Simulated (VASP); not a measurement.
# Y (Fm-3m) in VASP: notebook, part 2 of 3

VASP 6.6.1. Earlier steps stand in the parts before.

**3. Single point, LDA**

This run uses another cell than the first one, of 20.22 Å³/atom.

INCAR

```
PREC = Accurate ; ENCUT = 500
EDIFF = 1E-6 ; ISMEAR = 1
SIGMA = 0.05 ; LREAL = F
LASPH = T ; NELM = 120
ALGO = Normal ; ISIF = 2
LWAVE = F ; LCHARG = F
GGA = CA ; NBANDS = 12
GGA_COMPAT = F
```

KPOINTS

```
regular mesh
0
Gamma
  16 16 16
```

POSCAR

```
Y
1.0
    0.0000000000      2.1623551820      2.1623551820
    2.1623551820      0.0000000000      2.1623551820
    2.1623551820      2.1623551820      0.0000000000
Y
1
Direct
    0.0000000000      0.0000000000      0.0000000000
```

Potentials or basis: VASP PAW LDA potentials, release 64 (Y_sv).

On the command line:

```bash
cat potpaw_LDA.64/Y_sv/POTCAR > POTCAR
mpirun -np 1 vasp_std > vasp.out
```

OUTCAR:

```text
PREC = Accurate
   ENCUT = 500
   EDIFF = 1E-6
   ISMEAR = 1
   LREAL = F
   LASPH = T
   NELM = 120
   ISIF = 2
   GGA = CA

 ion  position               nearest neighbor table
   1  0.000  0.000  0.000-

  LATTYP: Found a face centered cubic cell.
 ALAT       =     4.3247103640

  Lattice vectors:

 A1 = (   0.0000000000,   2.1623551820,   2.1623551820)
 A2 = (   2.1623551820,   0.0000000000,   2.1623551820)
 A3 = (   2.1623551820,   2.1623551820,   0.0000000000)

Analysis of symmetry for initial positions (statically):
=====================================================================
 Subroutine PRICEL returns:
 Original cell was already a primitive cell.

 Routine SETGRP: Setting up the symmetry group for a
 face centered cubic supercell.

 Subroutine GETGRP returns: Found 48 space group operations
 (whereof 48 operations were pure point group operations)
 out of a pool of 48 trial point group operations.

The static configuration has the point symmetry O_h .

Analysis of symmetry for dynamics (positions and initial velocities):
=====================================================================
 Subroutine PRICEL returns:
 Original cell was already a primitive cell.

 Routine SETGRP: Setting up the symmetry group for a
 face centered cubic supercell.

 Subroutine GETGRP returns: Found 48 space group operations
 (whereof 48 operations were pure point group operations)
 out of a pool of 48 trial point group operations.

The dynamic configuration has the point symmetry O_h .

 Subroutine INISYM returns: Found 48 space group operations
 (whereof 48 operations are pure point group operations),
 and found     1 'primitive' translations

----------------------------------------------------------------------------------------

                                     Primitive cell

  volume of cell :      20.2214

  direct lattice vectors                    reciprocal lattice vectors
     0.000000000  2.162355182  2.162355182    -0.231229358  0.231229358  0.231229358
     2.162355182  0.000000000  2.162355182     0.231229358 -0.231229358  0.231229358
     2.162355182  2.162355182  0.000000000     0.231229358  0.231229358 -0.231229358

  length of vectors
     3.058032025  3.058032025  3.058032025     0.400500996  0.400500996  0.400500996

  position of ions in fractional coordinates (direct lattice)
     0.000000000  0.000000000  0.000000000

  ion indices of the primitive-cell ions
   primitive index   ion index
                 1           1

----------------------------------------------------------------------------------------

 KPOINTS: regular mesh

Automatic generation of k-mesh.
 Grid dimensions read from file:
 generate k-points for:   16   16   16

 Generating k-lattice:

  Cartesian coordinates                     Fractional coordinates (reciprocal lattice)
    -0.014451835  0.014451835  0.014451835     0.062500000  0.000000000  0.000000000
     0.014451835 -0.014451835  0.014451835     0.000000000  0.062500000  0.000000000
     0.014451835  0.014451835 -0.014451835     0.000000000  0.000000000  0.062500000

  Length of vectors
     0.025031312  0.025031312  0.025031312

  Shift w.r.t. Gamma in fractional coordinates (k-lattice)
     0.000000000  0.000000000  0.000000000

 Subroutine IBZKPT returns following result:
 ===========================================

 Found    145 irreducible k-points:

 Following reciprocal coordinates:
            Coordinates               Weight
  0.000000  0.000000  0.000000      1.000000
  0.062500  0.000000  0.000000      8.000000
  0.125000  0.000000  0.000000      8.000000
  0.187500  0.000000  0.000000      8.000000
  0.250000  0.000000  0.000000      8.000000
  0.312500  0.000000  0.000000      8.000000
[... 16 lines left out ...]
 -0.125000  0.062500  0.000000     24.000000
 -0.062500  0.062500  0.000000     12.000000
 [... further k-points ...]
   k-points           NKPTS =    145   k-points in BZ     NKDIM =    145   number of bands    NBANDS=     12
   number of dos      NEDOS =    301   number of ions     NIONS =      1
   total plane-waves  NPLWV =  13824
   dimension x,y,z NGX =    24 NGY =   24 NGZ =   24
   dimension x,y,z NGXF=    48 NGYF=   48 NGZF=   48
   ions per type =               1
   NGX,Y,Z   is equivalent  to a cutoff of  13.05, 13.05, 13.05 a.u.
   NGXF,Y,Z  is equivalent  to a cutoff of  26.09, 26.09, 26.09 a.u.
 SYSTEM =  unknown system
   PREC   = accura    normal or accurate (medium, high low for compatibility)
   ISTART =      0    job   : 0-new  1-cont  2-samecut
   ICHARG =      2    charge: 1-file 2-atom 10-const
   ISPIN  =      1    spin polarized calculation?
   LNONCOLLINEAR =      F non collinear calculations
   LSORBIT =      F    spin-orbit coupling
   LASPH  =      T    aspherical Exc in radial PAW
   ENCUT  =  500.0 eV  36.75 Ry    6.06 a.u.   5.58  5.58  5.58*2*pi/ulx,y,z
   NELM   =    120;   NELMIN=  2; NELMDL= -5     # of ELM steps
   EDIFF  = 0.1E-05   stopping-criterion for ELM
   LREAL  =      F    real-space projection
   EDIFFG = 0.1E-04   stopping-criterion for IOM
   NSW    =      0    number of steps for IOM
   IBRION =     -1    ionic relax: 0-MD 1-quasi-New 2-CG
   NFREE  =      0    steps in history (QN), initial steepest desc. (CG)
   ISIF   =      2    stress and relaxation
   ISYM   =      2    0-nonsym 1-usesym 2-fastsym
   POTIM  = 0.5000    time-step for ionic-motion
   TEBEG  =    0.0;   TEEND  =   0.0 temperature during run
   PSTRESS=    0.0 pullay stress
   NELECT =      11.0000    total number of electrons
   NUPDOWN=      -1.0000    fix difference up-down
   EMIN   =  10.00;   EMAX   =-10.00  energy-range for DOS
   EFERMI =   0.00;   METHOD = LEGACY
   ISMEAR =     1;   SIGMA  =   0.05  broadening in eV -4-tet -1-fermi 0-gaus
   EFERMI_NEDOS =   21; number of points for ismear=-14 and -15
   IALGO  =     38    algorithm
   IMIX   =      4    mixing-type and parameters
     AMIX     =   0.40;   BMIX     =  1.00
     AMIX_MAG =   1.60;   BMIX_MAG =  1.00
  volume/ion in A,a.u.               =      20.22       136.46
  Fermi-wavevector in a.u.,A,eV,Ry     =   1.336397  2.525423 24.299405  1.785956
  Thomas-Fermi vector in A             =   2.465026
   LORBIT       =      0    0 simple, 1 ext, 2 COOP (PROOUT), +10 PAW based schemes
   GGA     = CA    functional components
   LHFCALC =     F    Hartree Fock is set to
   AEXX    =    0.0000 exact exchange contribution
   IVDW    =     0    specifies the selected vdW correction
   LEPSILON=     F    determine dielectric tensor
   LRPA    =     F    only Hartree local field effects (RPA)
 non-spin polarized calculation
 Methfessel and Paxton  Order N= 1 SIGMA  =   0.05
  energy-cutoff  :      500.00
  volume of cell :       20.22
 maximum number of plane-waves:       533
   NGX = 11   NGY = 11   NGZ = 11

 number of electron      11.0000000 magnetization

 Free energy of the ion-electron system (eV)
  ---------------------------------------------------
  ext. energy  EPLUGINS =         0.00000000
  ---------------------------------------------------
  free energy    TOTEN  =        -6.27324216 eV

  energy without entropy =       -6.27297854  energy(sigma->0) =       -6.27315428

 E-fermi :   5.6150     XC(G=0): -11.7187

 val. band max:        5.6004614552   @ k =  -0.2500   0.3125   0.0625
 cond. band min:       5.6226432592   @ k =  -0.3125   0.3125   0.0625
 fundamental gap:      0.0221818039
 Fermi energy:         5.6150313231

 k-point     1 :       0.0000    0.0000    0.0000
  band No.  band energies     occupation
      1     -36.1589      2.00000
      2     -15.0640      2.00000
      3     -15.0640      2.00000
      4     -15.0640      2.00000
      5       0.7087      2.00000
      6       7.7724      0.00000
      7       7.7724      0.00000
      8       7.7724      0.00000
      9      11.2550      0.00000
     10      11.2550      0.00000
     11      15.9672      0.00000
     12      20.8616      0.00000
[... 331 lines left out ...]
 k-point    24 :      -0.0625    0.0625    0.0000
  band No.  band energies     occupation
      1     -36.1163      2.00000
      2     -15.3161      2.00000
      3     -15.1324      2.00000
      4     -15.0770      2.00000
      5       1.1709      2.00000
      6       7.3000      0.00000
      7       7.9625      0.00000
      8       8.0167      0.00000
      9      10.7425      0.00000
     10      11.1989      0.00000
     11      16.9567      0.00000
     12      19.8461      0.00000

 [... further k-points ...]

------------------------ aborting loop because EDIFF is reached ----------------------------------------

  FORCE on cell =-STRESS in cart. coord.  units (eV):
  Direction    XX          YY          ZZ          XY          YZ          ZX
  --------------------------------------------------------------------------------------
  -------------------------------------------------------------------------------------
  Total        3.7450973      3.7450973      3.7450973      0.0000000     -0.0000000      0.0000000
  in kB      296.7307818    296.7307818    296.7307818      0.0000000     -0.0000000      0.0000000
  external PRESSURE =     296.7307818 kB  Pullay stress =       0.0000000 kB

 VOLUME and BASIS-vectors are now :
 -----------------------------------------------------------------------------
  energy-cutoff  :      500.00
  volume of cell :       20.22
      direct lattice vectors                 reciprocal lattice vectors
     0.000000000  2.162355182  2.162355182    -0.231229358  0.231229358  0.231229358
     2.162355182  0.000000000  2.162355182     0.231229358 -0.231229358  0.231229358
     2.162355182  2.162355182  0.000000000     0.231229358  0.231229358 -0.231229358

 POSITION                                       TOTAL-FORCE (eV/Angst)
 -----------------------------------------------------------------------------------
      0.00000      0.00000      0.00000         0.000000      0.000000      0.000000
 -----------------------------------------------------------------------------------
    total drift:                               -0.000000      0.000000     -0.000000

  FREE ENERGIE OF THE ION-ELECTRON SYSTEM (eV)
  ---------------------------------------------------
  free  energy   TOTEN  =        -6.2732421552 eV

  energy  without entropy=       -6.2729785376  energy(sigma->0) =       -6.27315428
```

stdout:

```text
POSCAR found type information on POSCAR Y
 POSCAR found :  1 types and       1 ions
 scaLAPACK will be used
 LDA part: xc-table for (Slater(with rela. corr.)+CA(PZ))
 , standard interpolation
 POSCAR, INCAR and KPOINTS ok, starting setup
 FFT: planning ... GRIDC
 FFT: planning ... GRID_SOFT
 FFT: planning ... GRID
 WAVECAR not read
 entering main loop
```

It took 16 s on 1 thread of Intel Xeon Platinum 8488C (Sapphire Rapids), shared host; peak memory 0.16 GiB.

What came out:

```yaml
Free_energy: -6.2732 eV
Pressure: 29.7 GPa
Band_gap_on_the_k_mesh: zero (an odd number of electrons rules out a gap without spin polarisation)
```

Levels at points of the mesh, in eV from the Fermi level:
| k point | band 3 | band 4 | band 5 | band 6 | band 7 | band 8 |
| --- | --- | --- | --- | --- | --- | --- |
| (0.00, 0.00, 0.00) | -20.68 | -20.68 | -4.91 | 2.16 | 2.16 | 2.16 |
| (0.50, 0.00, 0.00) | -20.97 | -20.97 | -2.63 | 1.82 | 1.82 | 3.17 |
| (0.50, 0.50, 0.00) | -21.50 | -21.50 | -3.18 | -2.14 | 5.56 | 8.35 |

Caveat: the cell stands under pressure.

[end of part 2 of 3]
